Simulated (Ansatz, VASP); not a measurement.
# GaN in VASP and in Ansatz

```
Ga N
1.0
    -0.01026    2.23692    2.26201
     2.23692   -0.01026    2.26201
     2.22666    2.22666    0.00000
Ga N
1 1
Cartesian
  0.0000 0.0000 -0.0032
  1.1133 1.1133 1.1342
```

Change from the starting cell: strained cell.

Alike in both runs: functional PBEsol; k mesh 10 × 10 × 10; occupations gaussian, width 0.02 eV; no spin polarisation.

Ansatz relaxed the structure, and its values are those at the end. VASP's run is a single point on that final structure, the one shown.

|  | VASP | Ansatz |
| --- | --- | --- |
| version | VASP 6.6.1 | Ansatz 0.2.0 |
| potentials or method | VASP PAW PBE potentials, release 64 (Ga_d, N), cutoff 600 eV | scalar-relativistic, plane waves, PAW |
| valence electrons in the cell | 18 | 18 |

```tsv
	VASP	Ansatz	Ansatz less VASP
gap on the k mesh at the Fermi level (eV)	1.70	1.69	-0.015
least direct gap on the mesh (eV)	1.70	1.69	-0.015
pressure (GPa)	0.6	1.0	+0.40
```

VASP's potentials were made for PBE, not for PBEsol, and Ansatz warns of the same on its side. Ansatz's warnings: stress scf threshold loose.
